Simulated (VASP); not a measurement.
CoSn, 6 atoms in the cell. It takes space group P6/mmm (No. 191, hexagonal). Conventional cell: a = 5.400 Å, b = 5.400 Å, c = 4.313 Å, α = 90.00°, β = 90.00°, γ = 120.00°. Co (site symmetry mmm) has 6 Sn at 2.66 to 2.70 Å and 4 Co at 2.70 Å within 3.5 Å. Sn (site symmetry -6m2) has 6 Co at 2.66 Å and 3 Sn at 3.12 Å within 3.5 Å. Sn (site symmetry 6/mmm) has 6 Co at 2.70 Å within 3.6 Å. 

- Program: VASP 6.6.1
- Task: relaxation of shape and atoms at fixed volume
- Functional: PBE
- Potentials or basis: VASP PAW PBE potentials, release 64 (Co, Sn_d)
- Cutoff: 600 eV
- k mesh: 9 × 9 × 8
- Occupations: gaussian, width 0.1 eV
- Spin: no spin polarisation
- Dipole correction: no
- Further INCAR settings: ALGO = Fast; EDIFF = 1e-06; IBRION = 2; EDIFFG = -0.01; NSW = 50; ISIF = 4

Potentials or basis: VASP PAW PBE potentials, release 64 (Co, Sn_d).

The run is started by

```bash
$ cat potpaw_PBE.64/Co/POTCAR potpaw_PBE.64/Sn_d/POTCAR > POTCAR
$ mpirun -np 1 vasp_std > vasp.out
```

Hardware: 1 thread of Intel(R) Xeon(R) 6975P-C (Granite Rapids), with other jobs on the host.

**Question.** Estimate the wall time of this run.

**Answer.** Run time: 4.3 min on 1 thread of Intel(R) Xeon(R) 6975P-C (Granite Rapids), with other jobs on the host, peak memory 0.44 GiB. Counts: scf iterations 16, k points 60, ion steps 1.
